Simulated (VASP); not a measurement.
Wanted: the native input for a VASP 6.6.1 run.

```yaml
Task: single point
Functional: LDA
Potentials_or_basis: VASP PAW LDA potentials, release 64 (Pt)
Cutoff: 520 eV
k_mesh: 8 × 8 × 8
Occupations: fermi-dirac, width 0.1 eV
Spin: no spin polarisation
Dipole_correction: no
Further_INCAR_settings: ALGO = Normal; EDIFF = 1e-07; NBANDS = 11
```

The structure of Pt lies in POSCAR:

```
Pt
1.0
   -1.5842200000      1.5842200000      1.5842200000
    1.5842200000     -1.5842200000      1.5842200000
    1.5842200000      1.5842200000     -1.5842200000
Pt
1
Direct
    0.0000000000      0.0000000000      0.0000000000
```

These files were run (other wordings do the same):

INCAR

```
ALGO     = Normal         # electronic algorithm
EDIFF    = 1E-7           # SCF threshold, eV
ENCUT    = 520            # plane-wave cutoff, eV
GGA      = CA             # functional
ISIF     = 2              # what is computed and relaxed
ISMEAR   = -1             # smearing method
LASPH    = T              # aspherical terms in the spheres
LCHARG   = T              # write CHGCAR
LELF     = T              # ELF
LREAL    = F              # projectors in reciprocal space
LVHAR    = T            
LWAVE    = F              # write WAVECAR
NBANDS   = 11             # bands
NELM     = 80             # most SCF steps
PREC     = Accurate       # precision mode
SIGMA    = 0.1            # smearing width, eV
```

KPOINTS

```
k-points
0
Gamma
  8 8 8
```

Potentials or basis: VASP PAW LDA potentials, release 64 (Pt).

The run is started by

```console
$ cat potpaw_LDA.64/Pt/POTCAR > POTCAR
$ mpirun -np 1 vasp_std > vasp.out
```

Results of the run:

```json
{
  "Pressure": "-13.8 GPa",
  "Band gap on the k mesh": "zero (band 5 reaches 10.91 eV, above the bottom of band 6 at 8.99 eV)"
}
```

Caveat: spin-orbit coupling is left out, which moves the levels of the heavy elements.

Run time: 3.3 s on 1 thread of Intel(R) Xeon(R) Platinum 8375C CPU @ 2.90GHz (Ice Lake), with other jobs on the host, peak memory 0.12 GiB.
